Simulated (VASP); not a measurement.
Input of a VASP 6.6.1 run:

File INCAR:

```
PREC = Accurate ; ENCUT = 520
EDIFF = 1E-6 ; ISMEAR = 0
SIGMA = 0.1 ; LREAL = False
LASPH = True ; NELM = 80
ALGO = Normal ; ISIF = 2
LWAVE = False ; LCHARG = True
GGA = PE ; IVDW = 12
LELF = True ; LVHAR = True
NBANDS = 34
```

KPOINTS

```
regular mesh
0
Gamma
  6 6 2
```

POSCAR

```
Bi2Br3
1.0
    4.0412201900      0.0000000000      0.0000000000
   -2.0206100900      3.4997993400      0.0000000000
    0.0000000000      0.0000000000      9.5566777000
Bi Br
2 3
Direct
    0.6666666700      0.3333333300      0.1741785300
    0.3333333300      0.6666666700      0.8258214700
    0.0000000000      0.0000000000      0.0000000000
    0.3333333300      0.6666666700      0.3483570700
    0.6666666700      0.3333333300      0.6516429300
```

Potentials or basis: VASP PAW PBE potentials, release 64 (Bi_d, Br).

Launch:

```sh
$ cat potpaw_PBE.64/Bi_d/POTCAR potpaw_PBE.64/Br/POTCAR > POTCAR
$ mpirun -np 1 vasp_std > vasp.out
```

Question: What does it give for the largest force?

Answer: 1.452 eV/Å.

Question: Predict the dispersion energy per atom.

Answer: -0.387 eV.

Question: Estimate the pressure.

Answer: 15.4 GPa.

Question: Estimate the band gap on the k mesh.

Answer: Zero (an odd number of electrons rules out a gap without spin polarisation).

Stress tensor (GPa, compression positive):
```
16.75  0.00  0.00
 0.00 16.75  0.00
 0.00  0.00 12.71
```

Caveat: the cell stands under pressure; spin-orbit coupling is left out, which moves the levels of the heavy elements; an odd number of electrons without spin polarisation forces a metal; a magnetic or distorted state may lie lower.
